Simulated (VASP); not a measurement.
A run of VASP 6.6.1 is set up as follows.

INCAR

```
PREC = Accurate
ENCUT = 520
EDIFF = 1E-6
ISMEAR = 0
SIGMA = 0.02
LREAL = False
LASPH = True
NELM = 100
ALGO = Normal
ISIF = 2
LWAVE = False
LCHARG = False
GGA = PE
NBANDS = 41
```

KPOINTS

```
regular mesh
0
Gamma
  6 6 6
```

The input POSCAR:

```
Zn3Bi2
1.0
    3.6375008227      2.1001120792      3.5686959653
   -3.6375008227      2.1001120792      3.5686959653
    0.0000000000     -4.2002241584      3.5686959652
Zn Bi
3 2
Direct
    0.0000000000      0.5000000000      0.0000000000
    0.0000000000      0.0000000000      0.5000000000
    0.5000000000      0.0000000000      0.0000000000
    0.6773510814      0.6773510814      0.6773510814
    0.3226489186      0.3226489186      0.3226489186
```

Potentials or basis: VASP PAW PBE potentials, release 64 (Zn, Bi_d).

Run with:

```sh
$ cat potpaw_PBE.64/Zn/POTCAR potpaw_PBE.64/Bi_d/POTCAR > POTCAR
$ mpirun -np 1 vasp_std > vasp.out
```

Q: Estimate the pressure.

A: 0.0 GPa.

Q: What does it give for the band gap on the k mesh?

A: 0.72 eV, indirect (least direct gap 1.10 eV).

Q: Predict the largest force.

A: 0.018 eV/Å.

Forces in eV/Å, atoms in the order of the input:
```
Zn   0.000  0.000  0.000
Zn   0.000  0.000  0.000
Zn   0.000  0.000  0.000
Bi   0.000  0.000 -0.018
Bi   0.000  0.000  0.018
```

Caveat: spin-orbit coupling is left out, which moves the levels of the heavy elements. A k mesh can miss the band edges.
